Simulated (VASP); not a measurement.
InP:

```
In P
1.0
     3.70099    0.00000    0.00000
    -1.85050    3.20515    0.00000
     0.00000    0.00000    6.03262
In P
2 2
Direct
  0.00000 0.00000 0.00000
  0.00000 0.00000 0.50000
  0.33333 0.66667 0.25000
  0.66667 0.33333 0.75000
```

* Program: VASP 6.6.1
* Task: relaxation of cell and atoms
* Functional: PBE
* Potentials or basis: VASP PAW PBE potentials, release 64 (In_d, P)
* Cutoff: 600 eV
* k mesh: 12 × 12 × 4
* Occupations: fermi-dirac, width 0.02 eV
* Spin: no spin polarisation

At the start: pressure 22.1 GPa; volume 17.89 Å³/atom.

How do energy, volume and symmetry change on relaxing?

Over 9 steps the energy falls by 228.5 meV/atom and the volume is 21.58 Å³/atom (+20.6 %); space group P6_3/mmc (No. 194, to 0.1 Å) before and after.

The path:
```
step  energy change (eV)  largest force (eV/Å)  pressure (GPa)  volume (Å³)
   1              0.0000                0.0000           22.15        71.56
   2             -0.5399                0.0000           -7.37       100.27
   3             -0.9087                0.0000           -0.26        86.82
   4             -0.9087                0.0000            0.01        86.50
   5             -0.9135                0.0000            0.08        86.29
   6             -0.9140                0.0000            0.12        86.19
   7             -0.9140                0.0000            0.12        86.18
   8             -0.9141                0.0000           -0.06        86.39
   9             -0.9141                0.0000            0.01        86.32
```

Final structure:
```
CELL_PARAMETERS angstrom
3.88364 0.00000 0.00000
-1.94182 3.36333 0.00000
0.00000 0.00000 6.60876
ATOMIC_POSITIONS crystal
In 0.00000 0.00000 0.00000
In 0.00000 0.00000 0.50000
P 0.33333 0.66667 0.25000
P 0.66667 0.33333 0.75000
```

Caveat: the volume moved by over 15 % at a fixed basis, so the end points are rough.
